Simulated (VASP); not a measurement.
Wanted: the native input for a VASP 6.6.1 run.

| Quantity | Value |
| --- | --- |
| Task | single point |
| Functional | PBEsol |
| Potentials or basis | VASP PAW PBE potentials, release 64 (Al, As) |
| Cutoff | 500 eV |
| k mesh | 8 × 8 × 8 |
| Occupations | gaussian, width 0.02 eV |
| Spin | no spin polarisation |
| Dipole correction | no |
| Further INCAR settings | ALGO = Normal; EDIFF = 1e-06; NBANDS = 11 |

The structure of AlAs lies in POSCAR:

```
AlAs
1.0
    0.0000000000      2.8379008000      2.8379008000
    2.8379008000      0.0000000000      2.8379008000
    2.8379008000      2.8379008000      0.0000000000
Al As
1 1
Direct
    0.0000000000      0.0000000000      0.0000000000
    0.2500000000      0.2500000000      0.2500000000
```

These files were run (other wordings do the same):

INCAR

```
SYSTEM = AlAs
PREC = Accurate
ENCUT = 500
EDIFF = 1E-6
ISMEAR = 0
SIGMA = 0.02
LREAL = .False.
LASPH = .True.
NELM = 120
ALGO = Normal
ISIF = 2
LWAVE = .False.
LCHARG = .False.
GGA = PS
NBANDS = 11
GGA_COMPAT = .False.
```

KPOINTS

```
regular mesh
0
Gamma
  8 8 8
  0 0 0
```

Potentials or basis: VASP PAW PBE potentials, release 64 (Al, As).

The run is started by

```sh
$ cat potpaw_PBE.64/Al/POTCAR potpaw_PBE.64/As/POTCAR > POTCAR
$ mpirun -np 1 vasp_std > vasp.out
```

It gave:

| Quantity | Value |
| --- | --- |
| Pressure | 0.2 GPa |
| Band gap on the k mesh | 1.33 eV, indirect (least direct gap 1.92 eV) |

Caveat: the PAW data sets were made with another functional, which shifts forces and pressure a little.

It took 16 s on 1 thread of Intel Xeon 6975P-C (shared host), peak memory 0.17 GiB.
